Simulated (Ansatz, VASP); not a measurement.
One calculation of TiSi2, two programs

```
Ti Si
1.0
     0.00000    3.45855    3.45855
     3.45855    0.00000    3.45855
     3.45855    3.45855    0.00000
Ti Si
2 4
Direct
  0.00000 0.00000 0.00000
  0.25000 0.25000 0.25000
  0.62500 0.62500 0.62500
  0.12500 0.62500 0.62500
  0.62500 0.62500 0.12500
  0.62500 0.12500 0.62500
```

Alike in both runs: functional PBE; k mesh 4 × 4 × 4; occupations gaussian, width 0.1 eV; no spin polarisation.

Ansatz relaxed the structure, and its values are those at the end. VASP's run is a single point on that final structure, the one shown.

```csv
,VASP,Ansatz
version,VASP 6.6.1,Ansatz 0.2.0
potentials or method,"VASP PAW PBE potentials, release 64 (Ti_sv, Si), cutoff 520 eV","scalar-relativistic, plane waves, PAW"
valence electrons in the cell,40,40
```

|  | VASP | Ansatz | Ansatz less VASP |
| --- | --- | --- | --- |
| gap on the k mesh at the Fermi level (eV) | none | none | - |
| pressure (GPa) | 0.0 | 0.0 | +0.07 |

A gap of «none» marks a metal or a gap that the smearing closes. With one functional, cell and mesh, what is left measures potentials, basis and numerics.

The k mesh is coarse, so the values compare programs but aren't converged.
